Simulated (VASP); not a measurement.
# MgS (I4mm) in VASP: notebook, part 2 of 2

VASP 6.6.1.

### Step 3. Single point, PBEsol

INCAR

```
SYSTEM = MgS
PREC = Accurate ; ENCUT = 520
EDIFF = 1E-6 ; ISMEAR = 0
SIGMA = 0.05 ; LREAL = .FALSE.
LASPH = .TRUE. ; NELM = 80
ALGO = Normal ; ISIF = 2
LWAVE = .FALSE. ; LCHARG = .FALSE.
GGA = PS ; NBANDS = 11
```

KPOINTS

```
regular mesh
0
G
  8 8 8
  0 0 0
```

POSCAR

```
MgS
1.0
    0.0000000000      2.6016500000      2.6016500000
    2.6016500000      0.0000000000      2.6016500000
    2.6016500000      2.6016500000      0.0000000000
Mg S
1 1
Direct
    0.0000000000      0.0000000000      0.0000000000
    0.4711721408      0.4711721408      0.5288278592
```

Potentials or basis: VASP PAW PBE potentials, release 64 (Mg, S).

Launch:

```sh
cat potpaw_PBE.64/Mg/POTCAR potpaw_PBE.64/S/POTCAR > POTCAR
mpirun -np 1 vasp_std > vasp.out
```

OUTCAR:

```text
SYSTEM = MgS
   PREC = Accurate
   ENCUT = 520
   EDIFF = 1E-6
   ISMEAR = 0
   LREAL = .FALSE.
   LASPH = .TRUE.
   NELM = 80
   ISIF = 2
   GGA = PS

 ion  position               nearest neighbor table
   1  0.000  0.000  0.000-   2 2.45   2 2.61   2 2.61   2 2.61   2 2.61   2 2.75
   2  0.471  0.471  0.529-   1 2.45   1 2.61   1 2.61   1 2.61   1 2.61   1 2.75

  LATTYP: Found a face centered cubic cell.
 ALAT       =     5.2033000000

  Lattice vectors:

 A1 = (   0.0000000000,   2.6016500000,   2.6016500000)
 A2 = (   2.6016500000,   0.0000000000,   2.6016500000)
 A3 = (   2.6016500000,   2.6016500000,   0.0000000000)

Analysis of symmetry for initial positions (statically):
=====================================================================
 Subroutine PRICEL returns:
 Original cell was already a primitive cell.

 Routine SETGRP: Setting up the symmetry group for a
 face centered cubic supercell.

 Subroutine GETGRP returns: Found  8 space group operations
 (whereof  8 operations were pure point group operations)
 out of a pool of 48 trial point group operations.

The static configuration has the point symmetry C_4v.

Analysis of symmetry for dynamics (positions and initial velocities):
[... 163 lines left out ...]
 fundamental gap:      2.7092423122
 Fermi energy:         3.9037353010

 k-point     1 :       0.0000    0.0000    0.0000
  band No.  band energies     occupation
      1      -9.0153      2.00000
      2       3.6339      2.00000
      3       3.6713      2.00000
      4       3.6713      2.00000
      5       7.2593      0.00000
      6      11.5170      0.00000
      7      11.5170      0.00000
      8      11.5542      0.00000
      9      13.9993      0.00000
     10      14.0605      0.00000
     11      15.9270      0.00000
[... 309 lines left out ...]
 k-point    24 :       0.5000    0.2500    0.0000
  band No.  band energies     occupation
      1      -7.5265      2.00000
      2      -0.4283      2.00000
      3       1.4213      2.00000
      4       2.4511      2.00000
      5       7.9928      0.00000
      6      10.3275      0.00000
      7      12.3550      0.00000
      8      12.5985      0.00000
      9      16.2260      0.00000
     10      18.1726      0.00000
     11      19.0776      0.00000

 [... further k-points ...]
[... 5 lines left out ...]
  --------------------------------------------------------------------------------------
  -------------------------------------------------------------------------------------
  Total       -0.2869642     -0.2869642      0.3260882      0.0000000     -0.0000000      0.0000000
  in kB      -13.0545423    -13.0545423     14.8343669      0.0000000     -0.0000000      0.0000000
  external PRESSURE =      -3.7582392 kB  Pullay stress =       0.0000000 kB

 VOLUME and BASIS-vectors are now :
 -----------------------------------------------------------------------------
  energy-cutoff  :      520.00
  volume of cell :       35.22
      direct lattice vectors                 reciprocal lattice vectors
     0.000000000  2.601650000  2.601650000    -0.192185728  0.192185728  0.192185728
     2.601650000  0.000000000  2.601650000     0.192185728 -0.192185728  0.192185728
     2.601650000  2.601650000  0.000000000     0.192185728  0.192185728 -0.192185728

 POSITION                                       TOTAL-FORCE (eV/Angst)
 -----------------------------------------------------------------------------------
      0.00000      0.00000      0.00000         0.000000      0.000000     -0.476758
      2.60165      2.60165      2.45165         0.000000      0.000000      0.476758
 -----------------------------------------------------------------------------------
    total drift:                                0.000000      0.000000     -0.000180

  FREE ENERGIE OF THE ION-ELECTRON SYSTEM (eV)
  ---------------------------------------------------
  free  energy   TOTEN  =        -9.0397726596 eV

  energy  without entropy=       -9.0397726596  energy(sigma->0) =       -9.03977266
```

OSZICAR:

```text
N       E                     dE             d eps       ncg     rms          rms(c)
DAV:   1     0.201801780939E+02    0.20180E+02   -0.35957E+03  1338   0.592E+02
DAV:   2    -0.808848096200E+01   -0.28269E+02   -0.26627E+02  1617   0.992E+01
DAV:   3    -0.941186828362E+01   -0.13234E+01   -0.13215E+01  1613   0.226E+01
DAV:   4    -0.941981051377E+01   -0.79422E-02   -0.79416E-02  1526   0.207E+00
DAV:   5    -0.941988180963E+01   -0.71296E-04   -0.71295E-04  1632   0.194E-01    0.414E+00
DAV:   6    -0.908475169805E+01    0.33513E+00   -0.71064E-01  1508   0.327E+00    0.311E+00
DAV:   7    -0.904272351130E+01    0.42028E-01   -0.19151E-01  1550   0.184E+00    0.194E+00
DAV:   8    -0.904003664388E+01    0.26869E-02   -0.10923E-02  1451   0.598E-01    0.759E-01
DAV:   9    -0.903977872641E+01    0.25792E-03   -0.65555E-04  1520   0.139E-01    0.286E-01
DAV:  10    -0.903977435419E+01    0.43722E-05   -0.15902E-04  1535   0.565E-02    0.291E-02
DAV:  11    -0.903977274938E+01    0.16048E-05   -0.49283E-06  1521   0.112E-02    0.942E-03
DAV:  12    -0.903977265961E+01    0.89766E-07   -0.35081E-07   904   0.347E-03
   1 F= -.90397727E+01 E0= -.90397727E+01  d E =-.451328E-13
```

stdout:

```text
POSCAR found type information on POSCAR MgS
 POSCAR found :  2 types and       2 ions
 scaLAPACK will be used
 -----------------------------------------------------------------------------
|                                                                             |
|                                                                             |
|     You enforced a specific xc type in the INCAR file but a different       |
|     I HOPE YOU KNOW WHAT YOU ARE DOING!                                     |
|                                                                             |
 -----------------------------------------------------------------------------

 LDA part: xc-table for (Slater+PW92), standard interpolation
 POSCAR, INCAR and KPOINTS ok, starting setup
 FFT: planning ... GRIDC
 FFT: planning ... GRID_SOFT
 FFT: planning ... GRID
 WAVECAR not read
 entering main loop
```

Wall time 44 s (1 thread of AMD EPYC 7R13, shared host); peak memory 0.14 GiB.

Results:

| Property | Result |
| --- | --- |
| Free energy | -9.0398 eV |
| Pressure | -0.4 GPa |
| Largest force | 0.477 eV/Å |
| Band gap on the k mesh | 2.71 eV, indirect (least direct gap 3.59 eV) |

Forces on the atoms (eV/Å):
```
Mg   0.000  0.000 -0.477
S    0.000  0.000  0.477
```

Levels at points of the mesh, in eV from the valence-band top:
| k point | band 2 | band 3 | band 4 | band 5 | band 6 | band 7 |
| --- | --- | --- | --- | --- | --- | --- |
| (0.00, 0.00, 0.00) | -0.04 | 0.00 | 0.00 | 3.59 | 7.85 | 7.85 |
| (0.50, 0.00, 0.00) | -4.89 | -0.62 | -0.60 | 4.40 | 6.83 | 6.86 |
| (0.50, 0.50, 0.00) | -4.27 | -1.71 | -1.71 | 2.72 | 4.25 | 11.83 |
| (0.00, 0.50, 0.50) | -4.26 | -1.72 | -1.70 | 2.71 | 4.23 | 11.88 |

Caveat: the cell differs from its parent crystal (all S atoms moved +0.150 Å, as atom 2 towards its neighbour atom 1 (Mg) at 2.602 Å); the PAW data sets were made with another functional, which shifts forces and pressure a little. A k mesh can miss the band edges.

### Step 4. Single point, PBEsol

INCAR

```
ALGO = Normal
EDIFF = 1E-6
ENCUT = 520
GGA = PS
ISIF = 2
ISMEAR = 0
LASPH = T
LCHARG = F
LREAL = F
LWAVE = F
NBANDS = 11
NELM = 60
PREC = Accurate
SIGMA = 0.05
```

KPOINTS

```
k-points
0
Gamma
  8 8 8
```

Changes to POSCAR since step 3:

```diff
@@ -9,2 +9,2 @@
     0.0000000000      0.0000000000      0.0000000000
-    0.4711721408      0.4711721408      0.5288278592
+    0.4663674975      0.4663674975      0.5336325025
```

Launch:

```sh
cat potpaw_PBE.64/Mg/POTCAR potpaw_PBE.64/S/POTCAR > POTCAR
mpirun -np 1 vasp_std > vasp.out
```

It took 41 s on 1 thread of AMD EPYC 7R13, shared host; peak memory 0.14 GiB.

It converged, with:

- Free energy: -9.0266 eV
- Pressure: -0.1 GPa
- Largest force: 0.581 eV/Å
- Band gap on the k mesh: 2.71 eV, indirect (least direct gap 3.59 eV)

Forces on the atoms (eV/Å):
```
Mg   0.000  0.000 -0.581
S    0.000  0.000  0.581
```

Stress tensor (GPa, compression positive):
```
-1.36  0.00  0.00
 0.00 -1.36  0.00
 0.00  0.00  2.45
```

Levels at points of the mesh, in eV from the valence-band top:
```
           k point  band 2  band 3  band 4  band 5  band 6  band 7
(0.00, 0.00, 0.00)   -0.05    0.00    0.00    3.59    7.84    7.84
(0.50, 0.00, 0.00)   -4.89   -0.62   -0.59    4.40    6.84    6.87
(0.50, 0.50, 0.00)   -4.27   -1.70   -1.70    2.72    4.25   11.82
(0.00, 0.50, 0.50)   -4.25   -1.73   -1.70    2.71    4.23   11.88
```

Caveat: the cell differs from its parent crystal (all S atoms moved +0.175 Å, as atom 2 towards its neighbour atom 1 (Mg) at 2.602 Å); the PAW data sets were made with another functional, which shifts forces and pressure a little. A k mesh can miss the band edges.
